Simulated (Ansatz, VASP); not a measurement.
C: VASP beside Ansatz

```
C
1.0
     1.23319    0.71198    8.28262
    -1.23319    0.71198    8.28262
     0.00000   -1.42396    8.28262
C
4
Direct
  0.08717 0.08717 0.08717
  0.75385 0.75385 0.75385
  0.24615 0.24615 0.24615
  0.91283 0.91283 0.91283
```

Alike in both runs: task single point; functional PBE; k mesh 12 × 12 × 12; occupations fermi-dirac, width 0.05 eV; no spin polarisation.

|  | VASP | Ansatz |
| --- | --- | --- |
| version | VASP 6.6.1 | Ansatz 0.2.0 |
| potentials or method | VASP PAW PBE potentials, release 64 (C) | Ansatz PAW |
| plane-wave cutoff (eV) | 520 | 420 |
| valence electrons in the cell | 16 | 16 |

Ansatz gave:

```
gap on the k mesh at the Fermi level (eV)                     : 0.18
least direct gap on the mesh (eV)                             : 0.18
pressure (GPa)                                                : 0.1
traceless stress, the component that is largest in VASP (GPa) : 0.11
rms of the force components (eV/Å)                            : 0.005
```

Q: Which values does VASP return?

A: gap on the k mesh at the Fermi level (eV): 0.18; least direct gap on the mesh (eV): 0.18; pressure (GPa): 0.5; traceless stress, the component that is largest in VASP (GPa): -0.32; rms of the force components (eV/Å): 0.005.

Atom by atom the forces differ by 0.000 eV/Å (rms over components). The functional is the same, so the differences come from potentials, cutoffs and numerics.
